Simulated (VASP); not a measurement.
# MgH2 (P4_122) in VASP: notebook

Runs on MgH2. Level: PBE. Tasks: relaxation of cell and atoms, single point.

Everything below comes from runs of VASP 6.6.1. Logs are shortened: lines on timing, memory, paths and dates and some standing lists are left out, and cuts for length are marked.

## Step 1: The cell of the first run

The structure is tetragonal, space group P4_122 (No. 91). The conventional cell has a = 6.763 Å, b = 6.763 Å, c = 5.380 Å, α = 90.00°, β = 90.00°, γ = 90.00°. Mg (site symmetry 2) has 4 H at 1.81 to 1.82 Å within 2.4 Å. Within 2.4 Å of H (site symmetry 2) lie 2 Mg at 1.82 Å. H (site symmetry 2) has 2 Mg at 1.81 Å within 2.4 Å.

## Step 2: Relaxation of cell and atoms, PBE

Contents of INCAR:

```
SYSTEM = MgH2
PREC = Accurate
ENCUT = 600
EDIFF = 1E-7
ISMEAR = 0
SIGMA = 0.02
LREAL = .False.
LASPH = .True.
NELM = 80
ALGO = Normal
ISIF = 3
LWAVE = .False.
LCHARG = .False.
GGA = PE
IBRION = 2
NSW = 100
EDIFFG = -0.01
```

Contents of KPOINTS:

```
Automatic mesh
0
Gamma
  4 4 4
  0 0 0
```

Contents of POSCAR:

```
MgH2
1.0
    6.7632397582      0.0000000000      0.0000000000
    0.0000000000      6.7632397582      0.0000000000
    0.0000000000      0.0000000000      5.3799544041
Mg H
4 8
Direct
    0.3485817766      0.0000000000      0.7500000000
    0.6514182234      0.0000000000      0.2500000000
    0.0000000000      0.3485817766      0.0000000000
    0.0000000000      0.6514182234      0.5000000000
    0.5000000000      0.0985660499      0.5000000000
    0.5000000000      0.9014339501      0.0000000000
    0.1968292569      0.1968292569      0.8750000000
    0.1968292569      0.8031707431      0.6250000000
    0.8031707431      0.1968292569      0.1250000000
    0.8031707431      0.8031707431      0.3750000000
    0.9014339501      0.5000000000      0.7500000000
    0.0985660499      0.5000000000      0.2500000000
```

Potentials or basis: VASP PAW PBE potentials, release 64 (Mg, H).

Launch:

```sh
$ cat potpaw_PBE.64/Mg/POTCAR potpaw_PBE.64/H/POTCAR > POTCAR
$ mpirun -np 1 vasp_std > vasp.out
```

OUTCAR:

```text
SYSTEM = MgH2
   PREC = Accurate
   ENCUT = 600
   EDIFF = 1E-7
   ISMEAR = 0
   LREAL = .False.
   LASPH = .True.
   NELM = 80
   ISIF = 3
   GGA = PE
   IBRION = 2
   NSW = 100
   EDIFFG = -0.01

 ion  position               nearest neighbor table
   1  0.349  0.000  0.750-   7 1.81   8 1.81   5 1.82   6 1.82   2 3.38   2 3.38   4 3.60   3 3.60

   2  0.651  0.000  0.250-   9 1.81  10 1.81   5 1.82   6 1.82   1 3.38   1 3.38   4 3.60   3 3.60

   3  0.000  0.349  0.000-   7 1.81   9 1.81  11 1.82  12 1.82   4 3.38   4 3.38   1 3.60   2 3.60

   4  0.000  0.651  0.500-   8 1.81  10 1.81  11 1.82  12 1.82   3 3.38   3 3.38   1 3.60   2 3.60

   5  0.500  0.099  0.500-   1 1.82   2 1.82
   6  0.500  0.901  0.000-   1 1.82   2 1.82
   7  0.197  0.197  0.875-   1 1.81   3 1.81
   8  0.197  0.803  0.625-   1 1.81   4 1.81
   9  0.803  0.197  0.125-   2 1.81   3 1.81
  10  0.803  0.803  0.375-   2 1.81   4 1.81
  11  0.901  0.500  0.750-   3 1.82   4 1.82
  12  0.099  0.500  0.250-   3 1.82   4 1.82

  LATTYP: Found a simple tetragonal cell.
 ALAT       =     6.7632397582
 C/A-ratio  =     0.7954700109

  Lattice vectors:

 A1 = (   6.7632397582,   0.0000000000,   0.0000000000)
 A2 = (   0.0000000000,   6.7632397582,   0.0000000000)
 A3 = (   0.0000000000,   0.0000000000,   5.3799544041)

Analysis of symmetry for initial positions (statically):
=====================================================================
 Subroutine PRICEL returns:
 Original cell was already a primitive cell.

 Routine SETGRP: Setting up the symmetry group for a
 simple tetragonal supercell.

 Subroutine GETGRP returns: Found  8 space group operations
 (whereof  2 operations were pure point group operations)
 out of a pool of 16 trial point group operations.

The static configuration has the point symmetry C_2 .
 The point group associated with its full space group is D_4 .

Analysis of symmetry for dynamics (positions and initial velocities):
=====================================================================
 Subroutine PRICEL returns:
 Original cell was already a primitive cell.

 Routine SETGRP: Setting up the symmetry group for a
 simple tetragonal supercell.

 Subroutine GETGRP returns: Found  8 space group operations
 (whereof  2 operations were pure point group operations)
 out of a pool of 16 trial point group operations.

The dynamic configuration has the point symmetry C_2 .
 The point group associated with its full space group is D_4 .

 Subroutine INISYM returns: Found  8 space group operations
 (whereof  2 operations are pure point group operations),
 and found     1 'primitive' translations

----------------------------------------------------------------------------------------

                                     Primitive cell

  volume of cell :     246.0867

  direct lattice vectors                    reciprocal lattice vectors
     6.763239758  0.000000000  0.000000000     0.147858132  0.000000000  0.000000000
     0.000000000  6.763239758  0.000000000     0.000000000  0.147858132  0.000000000
     0.000000000  0.000000000  5.379954404     0.000000000  0.000000000  0.185875181

  length of vectors
     6.763239758  6.763239758  5.379954404     0.147858132  0.147858132  0.185875181

  position of ions in fractional coordinates (direct lattice)
     0.348581777  0.000000000  0.750000000
     0.651418223  0.000000000  0.250000000
     0.000000000  0.348581777  0.000000000
     0.000000000  0.651418223  0.500000000
     0.500000000  0.098566050  0.500000000
     0.500000000  0.901433950  0.000000000
     0.196829257  0.196829257  0.875000000
     0.196829257  0.803170743  0.625000000
     0.803170743  0.196829257  0.125000000
     0.803170743  0.803170743  0.375000000
     0.901433950  0.500000000  0.750000000
     0.098566050  0.500000000  0.250000000

  ion indices of the primitive-cell ions
   primitive index   ion index
                 1           1
                 2           2
                 3           3
                 4           4
                 5           5
                 6           6
                 7           7
                 8           8
                 9           9
                10          10
                11          11
                12          12

----------------------------------------------------------------------------------------

 KPOINTS: Automatic mesh

Automatic generation of k-mesh.
 Grid dimensions read from file:
 generate k-points for:    4    4    4

 Generating k-lattice:

  Cartesian coordinates                     Fractional coordinates (reciprocal lattice)
     0.036964533  0.000000000  0.000000000     0.250000000  0.000000000  0.000000000
     0.000000000  0.036964533  0.000000000     0.000000000  0.250000000  0.000000000
     0.000000000  0.000000000  0.046468795     0.000000000  0.000000000  0.250000000

  Length of vectors
     0.036964533  0.036964533  0.046468795

  Shift w.r.t. Gamma in fractional coordinates (k-lattice)
     0.000000000  0.000000000  0.000000000

 Subroutine IBZKPT returns following result:
 ===========================================

 Found     18 irreducible k-points:

 Following reciprocal coordinates:
            Coordinates               Weight
  0.000000  0.000000  0.000000      1.000000
  0.250000  0.000000  0.000000      4.000000
  0.500000  0.000000  0.000000      2.000000
  0.250000  0.250000  0.000000      4.000000
  0.500000  0.250000  0.000000      4.000000
  0.500000  0.500000  0.000000      1.000000
[... 10 lines left out ...]
  0.500000  0.250000  0.500000      4.000000
  0.500000  0.500000  0.500000      1.000000
   k-points           NKPTS =     18   k-points in BZ     NKDIM =     18   number of bands    NBANDS=     15
   number of dos      NEDOS =    301   number of ions     NIONS =     12
   total plane-waves  NPLWV = 139968
   dimension x,y,z NGX =    54 NGY =   54 NGZ =   48
   dimension x,y,z NGXF=   108 NGYF=  108 NGZF=   96
   ions per type =               4   8
   NGX,Y,Z   is equivalent  to a cutoff of  13.27, 13.27, 14.83 a.u.
   NGXF,Y,Z  is equivalent  to a cutoff of  26.55, 26.55, 29.66 a.u.
 SYSTEM =  MgH2
   PREC   = accura    normal or accurate (medium, high low for compatibility)
   ISTART =      0    job   : 0-new  1-cont  2-samecut
   ICHARG =      2    charge: 1-file 2-atom 10-const
   ISPIN  =      1    spin polarized calculation?
   LNONCOLLINEAR =      F non collinear calculations
   LSORBIT =      F    spin-orbit coupling
   LASPH  =      T    aspherical Exc in radial PAW
   ENCUT  =  600.0 eV  44.10 Ry    6.64 a.u.  13.51 13.51 10.75*2*pi/ulx,y,z
   NELM   =     80;   NELMIN=  2; NELMDL= -5     # of ELM steps
   EDIFF  = 0.1E-06   stopping-criterion for ELM
   LREAL  =      F    real-space projection
   EDIFFG = -.1E-01   stopping-criterion for IOM
   NSW    =    100    number of steps for IOM
   IBRION =      2    ionic relax: 0-MD 1-quasi-New 2-CG
   NFREE  =      1    steps in history (QN), initial steepest desc. (CG)
   ISIF   =      3    stress and relaxation
   ISYM   =      2    0-nonsym 1-usesym 2-fastsym
   POTIM  = 0.5000    time-step for ionic-motion
   TEBEG  =    0.0;   TEEND  =   0.0 temperature during run
   PSTRESS=    0.0 pullay stress
   NELECT =      16.0000    total number of electrons
   NUPDOWN=      -1.0000    fix difference up-down
   EMIN   =  10.00;   EMAX   =-10.00  energy-range for DOS
   EFERMI =   0.00;   METHOD = LEGACY
   ISMEAR =     0;   SIGMA  =   0.02  broadening in eV -4-tet -1-fermi 0-gaus
   EFERMI_NEDOS =   21; number of points for ismear=-14 and -15
   IALGO  =     38    algorithm
   IMIX   =      4    mixing-type and parameters
     AMIX     =   0.40;   BMIX     =  1.00
     AMIX_MAG =   1.60;   BMIX_MAG =  1.00
  volume/ion in A,a.u.               =      20.51       138.39
  Fermi-wavevector in a.u.,A,eV,Ry     =   0.658292  1.243992  5.896068  0.433349
  Thomas-Fermi vector in A             =   1.730068
   LORBIT       =      0    0 simple, 1 ext, 2 COOP (PROOUT), +10 PAW based schemes
   GGA     = PE    functional components
   LHFCALC =     F    Hartree Fock is set to
   AEXX    =    0.0000 exact exchange contribution
   IVDW    =     0    specifies the selected vdW correction
   LEPSILON=     F    determine dielectric tensor
   LRPA    =     F    only Hartree local field effects (RPA)
 conjugate gradient relaxation of ions
 non-spin polarized calculation
 Gauss-broadening in eV      SIGMA  =   0.02
  energy-cutoff  :      600.00
  volume of cell :      246.09
 maximum number of plane-waves:      8233
   NGX = 27   NGY = 27   NGZ = 21

--------------------------------------- Ionic step        1  -------------------------------------------

 number of electron      16.0000003 magnetization

 Free energy of the ion-electron system (eV)
  ---------------------------------------------------
  ext. energy  EPLUGINS =         0.00000000
  ---------------------------------------------------
  free energy    TOTEN  =       -33.89444310 eV

  energy without entropy =      -33.89444310  energy(sigma->0) =      -33.89444310

------------------------ aborting loop because EDIFF is reached ----------------------------------------

  FORCE on cell =-STRESS in cart. coord.  units (eV):
  Direction    XX          YY          ZZ          XY          YZ          ZX
  --------------------------------------------------------------------------------------
  -------------------------------------------------------------------------------------
  Total        0.2336162      0.2336162      0.3344902      0.0000000      0.0000000      0.0000000
  in kB        1.5209864      1.5209864      2.1777391      0.0000000      0.0000000      0.0000000
  external PRESSURE =       1.7399039 kB  Pullay stress =       0.0000000 kB
[... 353 lines left out ...]
  energy  without entropy=      -33.8963017445  energy(sigma->0) =      -33.89630174

--------------------------------------- Ionic step        9  -------------------------------------------

 number of electron      16.0000004 magnetization

 Free energy of the ion-electron system (eV)
  ---------------------------------------------------
  ext. energy  EPLUGINS =         0.00000000
  ---------------------------------------------------
  free energy    TOTEN  =       -33.89636381 eV

  energy without entropy =      -33.89636381  energy(sigma->0) =      -33.89636381

 E-fermi :  -3.8032     XC(G=0):  -5.5812

 val. band max:       -3.9116675391   @ k =   0.5000   0.5000   0.2500
 cond. band min:       1.2260215905   @ k =   0.5000   0.0000   0.5000
 fundamental gap:      5.1376891295
 Fermi energy:        -3.8032245939

 k-point     1 :       0.0000    0.0000    0.0000
  band No.  band energies     occupation
      1      -7.2967      2.00000
      2      -5.8329      2.00000
      3      -5.1247      2.00000
      4      -5.1247      2.00000
      5      -4.0584      2.00000
      6      -4.0584      2.00000
      7      -4.0536      2.00000
      8      -4.0202      2.00000
      9       1.9670      0.00000
     10       2.1127      0.00000
     11       2.1127      0.00000
     12       2.4706      0.00000
     13       2.4706      0.00000
     14       3.5673      0.00000
     15       3.6936      0.00000
[... 343 lines left out ...]
  FREE ENERGIE OF THE ION-ELECTRON SYSTEM (eV)
  ---------------------------------------------------
  free  energy   TOTEN  =       -33.8963638146 eV

  energy  without entropy=      -33.8963638146  energy(sigma->0) =      -33.89636381

 reached required accuracy - stopping structural energy minimisation
```

Wall time 6.2 min (1 thread of Oxide Virtual Turin-like, shared host); peak memory 0.39 GiB.

What came out:

- Free energy: -33.8964 eV
- Relaxed volume: 20.77 Å³/atom
- Relaxed cell: a = 6.783 Å, b = 6.783 Å, c = 5.419 Å, α = 90.00°, β = 90.00°, γ = 90.00°
- Space group after relaxing (to 0.05 Å): P4_122 (No. 91)
- Energy gained by relaxing: 0.2 meV/atom
- Ionic steps: 9
- Pressure after relaxing: 0.0 GPa
- Largest force after relaxing: 0.006 eV/Å
- Band gap on the k mesh: 5.14 eV, indirect (least direct gap 5.26 eV)

Forces in eV/Å, atoms in the order of the input:
```
Mg  -0.006  0.000  0.000
Mg   0.006  0.000  0.000
Mg   0.000 -0.006  0.000
Mg   0.000  0.006  0.000
H    0.000  0.001  0.000
H    0.000 -0.001  0.000
H    0.000  0.000  0.000
H    0.000  0.000  0.000
H    0.000  0.000  0.000
H    0.000  0.000  0.000
H   -0.001  0.000  0.000
H    0.001  0.000  0.000
```

The path:
```csv
step,energy change (eV),largest force (eV/Å),pressure (GPa),volume (Å³)
1,0.0000,0.0063,0.17,246.09
2,-0.0007,0.0123,0.10,246.88
3,-0.0010,0.0276,-0.05,248.51
4,-0.0011,0.0231,-0.01,248.05
5,-0.0012,0.0210,-0.01,248.15
6,-0.0015,0.0143,-0.01,248.47
7,-0.0017,0.0279,-0.01,249.10
8,-0.0019,0.0186,-0.01,249.18
9,-0.0019,0.0060,0.00,249.29
```

Final structure:
```cif
data_structure
_symmetry_space_group_name_H-M 'P 1'
_symmetry_Int_Tables_number 1
_cell_length_a 6.7829
_cell_length_b 6.7829
_cell_length_c 5.4185
_cell_angle_alpha 90.000
_cell_angle_beta 90.000
_cell_angle_gamma 90.000
_cell_volume 249.29
loop_
_atom_site_label
_atom_site_type_symbol
_atom_site_fract_x
_atom_site_fract_y
_atom_site_fract_z
_atom_site_occupancy
Mg1 Mg 0.34836 0.00000 0.75000 1
Mg2 Mg 0.65164 0.00000 0.25000 1
Mg3 Mg 0.00000 0.34836 0.00000 1
Mg4 Mg 0.00000 0.65164 0.50000 1
H1 H 0.50000 0.09562 0.50000 1
H2 H 0.50000 0.90438 0.00000 1
H3 H 0.19646 0.19646 0.87500 1
H4 H 0.19646 0.80354 0.62500 1
H5 H 0.80354 0.19646 0.12500 1
H6 H 0.80354 0.80354 0.37500 1
H7 H 0.90438 0.50000 0.75000 1
H8 H 0.09562 0.50000 0.25000 1
```

(Part 1 of 2 ends here.)
